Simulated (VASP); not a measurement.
# ScAsS (P4/mmm) in VASP: notebook

Runs on ScAsS. Level: PBE. Tasks: single point.

Everything below comes from runs of VASP 6.6.1. Logs are shortened: lines on timing, memory, paths and dates and some standing lists are left out, and cuts for length are marked.

### 1 The cell of the first run

Symmetry: P4/mmm, No. 123, tetragonal system. The conventional cell has a = 3.821 Å, b = 3.821 Å, c = 4.030 Å, α = 90.00°, β = 90.00°, γ = 90.00°. Sc (site symmetry 4/mmm) has 4 S at 2.70 Å and 8 As at 3.37 Å within 3.6 Å. Within 2.7 Å of As (site symmetry 4/mmm) lie 2 S at 2.02 Å. S (site symmetry 4/mmm) has 2 As at 2.02 Å and 4 Sc at 2.70 Å within 2.8 Å.

The cell was built from a structure type or drawn by symmetry, and may not be a known phase.

### 2 Single point, PBE

INCAR reads:

```
SYSTEM = ScAsS
PREC = Accurate
ENCUT = 520
EDIFF = 1E-6
ISMEAR = 0
SIGMA = 0.1
LREAL = .False.
LASPH = .True.
NELM = 60
ALGO = Normal
ISIF = 2
LWAVE = .False.
LCHARG = .False.
GGA = PE
NBANDS = 18
```

KPOINTS reads:

```
regular mesh
0
Gamma
  4 4 4
  0 0 0
```

POSCAR reads:

```
ScAsS
1.0
    3.8212632300      0.0000000000      0.0000000000
    0.0000000000      3.8212632300      0.0000000000
    0.0000000000      0.0000000000      4.0302704600
Sc As S
1 1 1
Direct
    0.0000000000      0.0000000000      0.0000000000
    0.5000000000      0.5000000000      0.5000000000
    0.5000000000      0.5000000000      0.0000000000
```

Potentials or basis: VASP PAW PBE potentials, release 64 (Sc_sv, As, S).

Command:

```sh
$ cat potpaw_PBE.64/Sc_sv/POTCAR potpaw_PBE.64/As/POTCAR potpaw_PBE.64/S/POTCAR > POTCAR
$ mpirun -np 1 vasp_std > vasp.out
```

OUTCAR:

```text
SYSTEM = ScAsS
   PREC = Accurate
   ENCUT = 520
   EDIFF = 1E-6
   ISMEAR = 0
   LREAL = .False.
   LASPH = .True.
   NELM = 60
   ISIF = 2
   GGA = PE

 ion  position               nearest neighbor table
   1  0.000  0.000  0.000-   3 2.70   3 2.70   3 2.70   3 2.70
   2  0.500  0.500  0.500-   3 2.02   3 2.02
   3  0.500  0.500  0.000-   2 2.02   2 2.02   1 2.70   1 2.70   1 2.70   1 2.70

  LATTYP: Found a simple tetragonal cell.
 ALAT       =     3.8212632300
 C/A-ratio  =     1.0546958473

  Lattice vectors:

 A1 = (   3.8212632300,   0.0000000000,   0.0000000000)
 A2 = (   0.0000000000,   3.8212632300,   0.0000000000)
 A3 = (   0.0000000000,   0.0000000000,   4.0302704600)

Analysis of symmetry for initial positions (statically):
=====================================================================
 Subroutine PRICEL returns:
 Original cell was already a primitive cell.

 Routine SETGRP: Setting up the symmetry group for a
 simple tetragonal supercell.

 Subroutine GETGRP returns: Found 16 space group operations
 (whereof 16 operations were pure point group operations)
 out of a pool of 16 trial point group operations.

The static configuration has the point symmetry D_4h.

Analysis of symmetry for dynamics (positions and initial velocities):
=====================================================================
 Subroutine PRICEL returns:
 Original cell was already a primitive cell.

 Routine SETGRP: Setting up the symmetry group for a
 simple tetragonal supercell.

 Subroutine GETGRP returns: Found 16 space group operations
 (whereof 16 operations were pure point group operations)
 out of a pool of 16 trial point group operations.

The dynamic configuration has the point symmetry D_4h.

 Subroutine INISYM returns: Found 16 space group operations
 (whereof 16 operations are pure point group operations),
 and found     1 'primitive' translations

----------------------------------------------------------------------------------------

                                     Primitive cell

  volume of cell :      58.8502

  direct lattice vectors                    reciprocal lattice vectors
     3.821263230  0.000000000  0.000000000     0.261693566  0.000000000  0.000000000
[... 76 lines left out ...]
   LNONCOLLINEAR =      F non collinear calculations
   LSORBIT =      F    spin-orbit coupling
   LASPH  =      T    aspherical Exc in radial PAW
   ENCUT  =  520.0 eV  38.22 Ry    6.18 a.u.   7.11  7.11  7.49*2*pi/ulx,y,z
   NELM   =     60;   NELMIN=  2; NELMDL= -5     # of ELM steps
   EDIFF  = 0.1E-05   stopping-criterion for ELM
   LREAL  =      F    real-space projection
   EDIFFG = 0.1E-04   stopping-criterion for IOM
   NSW    =      0    number of steps for IOM
   IBRION =     -1    ionic relax: 0-MD 1-quasi-New 2-CG
   NFREE  =      0    steps in history (QN), initial steepest desc. (CG)
   ISIF   =      2    stress and relaxation
   ISYM   =      2    0-nonsym 1-usesym 2-fastsym
   POTIM  = 0.5000    time-step for ionic-motion
   TEBEG  =    0.0;   TEEND  =   0.0 temperature during run
   PSTRESS=    0.0 pullay stress
   NELECT =      22.0000    total number of electrons
   NUPDOWN=      -1.0000    fix difference up-down
   EMIN   =  10.00;   EMAX   =-10.00  energy-range for DOS
   EFERMI =   0.00;   METHOD = LEGACY
   ISMEAR =     0;   SIGMA  =   0.10  broadening in eV -4-tet -1-fermi 0-gaus
   EFERMI_NEDOS =   21; number of points for ismear=-14 and -15
   IALGO  =     38    algorithm
   IMIX   =      4    mixing-type and parameters
     AMIX     =   0.40;   BMIX     =  1.00
     AMIX_MAG =   1.60;   BMIX_MAG =  1.00
  volume/ion in A,a.u.               =      19.62       132.38
  Fermi-wavevector in a.u.,A,eV,Ry     =   1.179324  2.228599 18.923042  1.390804
  Thomas-Fermi vector in A             =   2.315637
   LORBIT       =      0    0 simple, 1 ext, 2 COOP (PROOUT), +10 PAW based schemes
   GGA     = PE    functional components
   LHFCALC =     F    Hartree Fock is set to
   AEXX    =    0.0000 exact exchange contribution
   IVDW    =     0    specifies the selected vdW correction
   LEPSILON=     F    determine dielectric tensor
   LRPA    =     F    only Hartree local field effects (RPA)
 non-spin polarized calculation
 Gauss-broadening in eV      SIGMA  =   0.10
  energy-cutoff  :      520.00
  volume of cell :       58.85
 maximum number of plane-waves:      1596
   NGX = 15   NGY = 15   NGZ = 15

 number of electron      21.9999994 magnetization

 Free energy of the ion-electron system (eV)
  ---------------------------------------------------
  ext. energy  EPLUGINS =         0.00000000
  ---------------------------------------------------
  free energy    TOTEN  =       -13.87792485 eV

  energy without entropy =      -13.87082687  energy(sigma->0) =      -13.87437586

 E-fermi :   6.7798     XC(G=0): -10.2419

 val. band max:        6.7736496168   @ k =   0.5000   0.5000   0.0000
 cond. band min:       6.8668755963   @ k =   0.5000   0.0000   0.5000
 fundamental gap:      0.0932259795
 Fermi energy:         6.7797833993

 k-point     1 :       0.0000    0.0000    0.0000
  band No.  band energies     occupation
      1     -44.0084      2.00000
      2     -22.6458      2.00000
      3     -22.6260      2.00000
      4     -22.6260      2.00000
      5     -11.3102      2.00000
      6      -3.1241      2.00000
[... 355 lines left out ...]
      5      -9.8572      2.00000
      6      -7.0031      2.00000
[... 10 lines left out ...]
     17       9.0724      0.00000
     18       9.5558      0.00000

------------------------ aborting loop because EDIFF is reached ----------------------------------------

  FORCE on cell =-STRESS in cart. coord.  units (eV):
  Direction    XX          YY          ZZ          XY          YZ          ZX
  --------------------------------------------------------------------------------------
  -------------------------------------------------------------------------------------
  Total       -2.3597173     -2.3597173     25.3718230      0.0000000     -0.0000000      0.0000000
  in kB      -64.2425023    -64.2425023    690.7392788      0.0000000     -0.0000000      0.0000000
  external PRESSURE =     187.4180914 kB  Pullay stress =       0.0000000 kB

 VOLUME and BASIS-vectors are now :
 -----------------------------------------------------------------------------
  energy-cutoff  :      520.00
  volume of cell :       58.85
      direct lattice vectors                 reciprocal lattice vectors
     3.821263230  0.000000000  0.000000000     0.261693566  0.000000000  0.000000000
     0.000000000  3.821263230  0.000000000     0.000000000  0.261693566  0.000000000
     0.000000000  0.000000000  4.030270460     0.000000000  0.000000000  0.248122306

 POSITION                                       TOTAL-FORCE (eV/Angst)
 -----------------------------------------------------------------------------------
      0.00000      0.00000      0.00000         0.000000      0.000000      0.000000
      1.91063      1.91063      2.01514         0.000000      0.000000      0.000000
      1.91063      1.91063      0.00000         0.000000      0.000000      0.000000
 -----------------------------------------------------------------------------------
    total drift:                               -0.000000      0.000000     -0.000000

  FREE ENERGIE OF THE ION-ELECTRON SYSTEM (eV)
  ---------------------------------------------------
  free  energy   TOTEN  =       -13.8779248460 eV

  energy  without entropy=      -13.8708268717  energy(sigma->0) =      -13.87437586
```

OSZICAR:

```text
N       E                     dE             d eps       ncg     rms          rms(c)
DAV:   1     0.173727902459E+03    0.17373E+03   -0.97826E+03   648   0.117E+03
DAV:   2     0.143406855839E+00   -0.17358E+03   -0.16997E+03   656   0.331E+02
DAV:   3    -0.152983635526E+02   -0.15442E+02   -0.14597E+02   994   0.838E+01
DAV:   4    -0.158891859561E+02   -0.59082E+00   -0.57518E+00   972   0.178E+01
DAV:   5    -0.158999732625E+02   -0.10787E-01   -0.10746E-01   936   0.209E+00    0.178E+01
DAV:   6    -0.140489899372E+02    0.18510E+01   -0.13507E+01   986   0.243E+01    0.963E+00
DAV:   7    -0.139432371992E+02    0.10575E+00   -0.20871E+00  1006   0.119E+01    0.689E+00
DAV:   8    -0.139063832915E+02    0.36854E-01   -0.80598E-01   916   0.699E+00    0.117E+00
DAV:   9    -0.138779612258E+02    0.28422E-01   -0.16879E-01   940   0.343E+00    0.223E-01
DAV:  10    -0.138778764296E+02    0.84796E-04   -0.30392E-03   814   0.362E-01    0.925E-02
DAV:  11    -0.138779410715E+02   -0.64642E-04   -0.28269E-04   888   0.116E-01    0.390E-02
DAV:  12    -0.138779263512E+02    0.14720E-04   -0.25840E-04  1042   0.105E-01    0.204E-02
DAV:  13    -0.138779251981E+02    0.11531E-05   -0.24404E-05  1004   0.364E-02    0.505E-03
DAV:  14    -0.138779248460E+02    0.35208E-06   -0.15383E-06   530   0.853E-03
   1 F= -.13877925E+02 E0= -.13874376E+02  d E =-.709797E-02
```

stdout:

```text
POSCAR found type information on POSCAR ScAsS
 POSCAR found :  3 types and       3 ions
 scaLAPACK will be used
 LDA part: xc-table for (Slater+PW92), standard interpolation
 POSCAR, INCAR and KPOINTS ok, starting setup
 FFT: planning ... GRIDC
 FFT: planning ... GRID_SOFT
 FFT: planning ... GRID
 WAVECAR not read
 entering main loop
```

It took 9.5 s on 1 thread of Intel Xeon 6975P-C (Granite Rapids), shared host; peak memory 0.17 GiB.

What came out:

- Free energy: -13.8779 eV
- Pressure: 18.7 GPa
- Band gap on the k mesh: zero (bands 11 and 12 overlap by 2.03 eV)

Caveat: the k points lie up to 0.41 Å⁻¹ apart, too coarse for converged energies and pressures of a metal.

### 3 Single point, PBE

This run uses another cell than the first one, of 21.84 Å³/atom.

INCAR reads:

```
PREC = Accurate ; ENCUT = 520
EDIFF = 1E-6 ; ISMEAR = 0
SIGMA = 0.1 ; LREAL = False
LASPH = True ; NELM = 60
ALGO = Normal ; ISIF = 2
LWAVE = False ; LCHARG = False
GGA = PE ; NBANDS = 18
```

KPOINTS reads:

```
Automatic mesh
0
Gamma
  4 4 4
```

POSCAR reads:

```
ScAsS
1.0
    3.5361487461      0.0000000000      0.0000000000
    0.0000000000      3.5361487461      0.0000000000
    0.0000000000      0.0000000000      5.2390988407
Sc As S
1 1 1
Direct
    0.0000000000      0.0000000000      0.0000000000
    0.5000000000      0.5000000000      0.5000000000
    0.5000000000      0.5000000000      0.0000000000
```

Potentials or basis: VASP PAW PBE potentials, release 64 (Sc_sv, As, S).

Command:

```sh
$ cat potpaw_PBE.64/Sc_sv/POTCAR potpaw_PBE.64/As/POTCAR potpaw_PBE.64/S/POTCAR > POTCAR
$ mpirun -np 1 vasp_std > vasp.out
```

OUTCAR:

```text
PREC = Accurate
   ENCUT = 520
   EDIFF = 1E-6
   ISMEAR = 0
   LREAL = False
   LASPH = True
   NELM = 60
   ISIF = 2
   GGA = PE

 ion  position               nearest neighbor table
   1  0.000  0.000  0.000-   3 2.50   3 2.50   3 2.50   3 2.50
   2  0.500  0.500  0.500-   3 2.62   3 2.62
   3  0.500  0.500  0.000-   1 2.50   1 2.50   1 2.50   1 2.50   2 2.62   2 2.62

  LATTYP: Found a simple tetragonal cell.
 ALAT       =     3.5361487461
 C/A-ratio  =     1.4815832752

  Lattice vectors:
[... 561 lines left out ...]

  FORCE on cell =-STRESS in cart. coord.  units (eV):
  Direction    XX          YY          ZZ          XY          YZ          ZX
  --------------------------------------------------------------------------------------
  -------------------------------------------------------------------------------------
  Total        0.0854628      0.0854628      0.0038320      0.0000000      0.0000000      0.0000000
  in kB        2.0901143      2.0901143      0.0937161      0.0000000      0.0000000      0.0000000
  external PRESSURE =       1.4246482 kB  Pullay stress =       0.0000000 kB

 VOLUME and BASIS-vectors are now :
 -----------------------------------------------------------------------------
  energy-cutoff  :      520.00
  volume of cell :       65.51
      direct lattice vectors                 reciprocal lattice vectors
     3.536148746  0.000000000  0.000000000     0.282793534  0.000000000  0.000000000
     0.000000000  3.536148746  0.000000000     0.000000000  0.282793534  0.000000000
     0.000000000  0.000000000  5.239098841     0.000000000  0.000000000  0.190872520

 POSITION                                       TOTAL-FORCE (eV/Angst)
 -----------------------------------------------------------------------------------
      0.00000      0.00000      0.00000         0.000000      0.000000      0.000000
      1.76807      1.76807      2.61955         0.000000      0.000000      0.000000
      1.76807      1.76807      0.00000         0.000000      0.000000      0.000000
 -----------------------------------------------------------------------------------
    total drift:                               -0.000000      0.000000     -0.000000

  FREE ENERGIE OF THE ION-ELECTRON SYSTEM (eV)
  ---------------------------------------------------
  free  energy   TOTEN  =       -17.0341352909 eV

  energy  without entropy=      -17.0156701598  energy(sigma->0) =      -17.02490273
```

OSZICAR:

```text
N       E                     dE             d eps       ncg     rms          rms(c)
DAV:   1     0.165786399797E+03    0.16579E+03   -0.98198E+03   648   0.114E+03
DAV:   2    -0.382944516435E+01   -0.16962E+03   -0.16524E+03   664   0.329E+02
DAV:   3    -0.183298532661E+02   -0.14500E+02   -0.14088E+02   910   0.849E+01
DAV:   4    -0.189308229995E+02   -0.60097E+00   -0.59626E+00   958   0.189E+01
DAV:   5    -0.189441146495E+02   -0.13292E-01   -0.13283E-01   924   0.263E+00    0.110E+01
DAV:   6    -0.172340145844E+02    0.17101E+01   -0.86620E+00   970   0.241E+01    0.560E+00
DAV:   7    -0.171049673626E+02    0.12905E+00   -0.12068E+00  1018   0.786E+00    0.435E+00
DAV:   8    -0.170401969352E+02    0.64770E-01   -0.41684E-01   978   0.572E+00    0.102E+00
DAV:   9    -0.170354616420E+02    0.47353E-02   -0.60938E-02   954   0.246E+00    0.431E-01
DAV:  10    -0.170342464793E+02    0.12152E-02   -0.14263E-02   978   0.108E+00    0.194E-01
DAV:  11    -0.170341488517E+02    0.97628E-04   -0.17205E-03   984   0.361E-01    0.549E-02
DAV:  12    -0.170341549055E+02   -0.60538E-05   -0.20528E-04   988   0.137E-01    0.418E-02
DAV:  13    -0.170341356889E+02    0.19217E-04   -0.13667E-04   956   0.109E-01    0.852E-03
DAV:  14    -0.170341352909E+02    0.39803E-06   -0.28566E-06   628   0.135E-02
   1 F= -.17034135E+02 E0= -.17024903E+02  d E =-.184651E-01
```

Run time: 10 s. Hardware: 1 thread of Intel Xeon 6975P-C (Granite Rapids), shared host; peak memory 0.18 GiB.

Results:

```yaml
Free_energy: -17.0341 eV
Pressure: 0.1 GPa
Band_gap_on_the_k_mesh: zero (bands 11 and 12 overlap by 2.41 eV)
```

Stress tensor (GPa, compression positive):
```
0.21 0.00 0.00
0.00 0.21 0.00
0.00 0.00 0.01
```

Caveat: the k points lie up to 0.44 Å⁻¹ apart, too coarse for converged energies and pressures of a metal.
